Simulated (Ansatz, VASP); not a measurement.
# Ge in VASP and in Ansatz

```
Ge
1.0
     2.83750   -2.83750    0.00000
     2.83750    0.00000   -2.83750
     5.81934    5.81934    5.81934
Ge
6
Cartesian
  6.8571 1.1821 1.1821
  4.0196 -1.6554 1.1821
  6.8571 4.0196 4.0196
  8.2759 2.6009 2.6009
  8.2759 -0.2366 -0.2366
  2.6009 -0.2366 -0.2366
```

Alike in both runs: task single point; functional r2SCAN; k mesh 10 × 10 × 4; occupations gaussian, width 0.03 eV; no spin polarisation.

```csv
,VASP,Ansatz
version,VASP 6.6.1,Ansatz 0.2.0
potentials or method,"VASP PAW PBE potentials, release 64 (Ge_d), cutoff 520 eV","scalar-relativistic, plane waves, PAW"
valence electrons in the cell,84,84
```

Ansatz gave:

```
least direct gap on the mesh (eV)                             : 0.03
pressure (GPa)                                                : -1.2
traceless stress, the component that is largest in VASP (GPa) : -1.20
rms of the force components (eV/Å)                            : 0.339
```

**Question.** Estimate VASP's values.

**Answer.** Least direct gap on the mesh (eV): 0.00; pressure (GPa): -1.1; traceless stress, the component that is largest in VASP (GPa): -1.22; rms of the force components (eV/Å): 0.340.

VASP's potentials were made for PBE, not for r2SCAN. Atom by atom the forces differ by 0.003 eV/Å (rms over components). With one functional, cell and mesh, what is left measures potentials, basis and numerics.
